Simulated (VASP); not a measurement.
Wanted: the native input for a VASP 6.6.1 run.

| Item | Value |
| --- | --- |
| Task | single point |
| Functional | LDA |
| Potentials or basis | VASP PAW LDA potentials, release 64 (Ba_sv, Sc_sv, O_h, F_h) |
| Cutoff | 910 eV |
| k mesh | 6 × 6 × 6 |
| Occupations | gaussian, width 0.05 eV |
| Spin | no spin polarisation |
| Dipole correction | no |
| Further INCAR settings | ALGO = Normal; EDIFF = 1e-06; NBANDS = 28 |

The structure of BaScO2F lies in POSCAR:

```
BaScO2F
1.0
    4.2069470000      0.0000000000      0.0000000000
    0.0000000000      4.2069470000      0.0000000000
    0.0000000000      0.0000000000      4.2956412600
Ba Sc O F
1 1 2 1
Direct
    0.5000000000      0.5000000000      0.5000000000
    0.0000000000      0.0000000000      0.0000000000
    0.5000000000      0.0000000000      0.0000000000
    0.0000000000      0.5000000000      0.0000000000
    0.0000000000      0.0000000000      0.5000000000
```

This cell differs from its parent crystal: strain +0.0200 x Voigt [0, 0, 1, 0, 0, 0].

The input as run:

INCAR

```
ALGO = Normal
EDIFF = 1E-6
ENCUT = 910
GGA_COMPAT = F
ISIF = 2
ISMEAR = 0
LASPH = T
LCHARG = F
LREAL = F
LWAVE = F
NBANDS = 28
NELM = 120
PREC = Accurate
SIGMA = 0.05
```

KPOINTS

```
k-points
0
Gamma
  6 6 6
```

Potentials or basis: VASP PAW LDA potentials, release 64 (Ba_sv, Sc_sv, O_h, F_h).

Command:

```sh
$ cat potpaw_LDA.64/Ba_sv/POTCAR potpaw_LDA.64/Sc_sv/POTCAR potpaw_LDA.64/O_h/POTCAR potpaw_LDA.64/F_h/POTCAR > POTCAR
$ mpirun -np 1 vasp_std > vasp.out
```

Results of the run:

The pressure is -10.4 GPa. The band gap on the k mesh is 2.79 eV (least direct gap 3.20 eV).

Caveat: the cell differs from its parent crystal (strain +0.0200 x Voigt [0, 0, 1, 0, 0, 0]); the cutoff is under 1.25 times the usual one of these potentials, so pressure, stress and relaxed cells hold a basis-set (Pulay) error; the cell stands under tension; spin-orbit coupling is left out, which moves the levels of the heavy elements.

It took 2.8 min on 1 thread of Intel(R) Xeon(R) Platinum 8259CL CPU @ 2.50GHz (Skylake/Cascade Lake), on a shared host, peak memory 0.36 GiB.
